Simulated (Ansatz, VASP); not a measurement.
## Two plane-wave programs on MgF2

```
Mg F
1.0
     4.62190    0.00000    0.00000
     0.00000    4.58188    0.00000
     0.00000    0.00000    3.04615
Mg F
2 4
Direct
  0.50000 0.50000 0.50000
  0.00000 0.00000 0.00000
  0.80446 0.19866 0.50000
  0.19554 0.80134 0.50000
  0.30446 0.30134 0.00000
  0.69554 0.69866 0.00000
```

Change from the starting cell: uniaxial_y strain -0.9%.

Alike in both runs: task single point; functional HSE06; k mesh 4 × 4 × 6; no spin polarisation.

|  | VASP | Ansatz |
| --- | --- | --- |
| version | VASP 6.6.1 | Ansatz 0.2.0 |
| potentials or method | VASP PAW PBE potentials, release 64 (Mg, F) | plane waves, PAW |
| plane-wave cutoff (eV) | 520 | 420 |
| occupations | gaussian, width 0.01 eV | fixed |
| valence electrons in the cell | 32 | 48 |

VASP gave:

```
gap on the k mesh at the Fermi level (eV)                     : 9.47
pressure (GPa)                                                : 1.6
traceless stress, the component that is largest in VASP (GPa) : 0.38
rms of the force components (eV/Å)                            : 0.007
```

Question: Estimate Ansatz's values.

Answer: gap on the k mesh at the Fermi level (eV): 9.53; pressure (GPa): 2.0; traceless stress, the component that is largest in VASP (GPa): 0.38; rms of the force components (eV/Å): 0.009.

Atom by atom the forces differ by 0.002 eV/Å (rms over components). VASP's potentials hold 32 valence electrons a cell and Ansatz's 48, so a difference there can come from the potentials and not from the codes. Ansatz's warnings: stress exchange threshold loose, stress scf threshold loose.
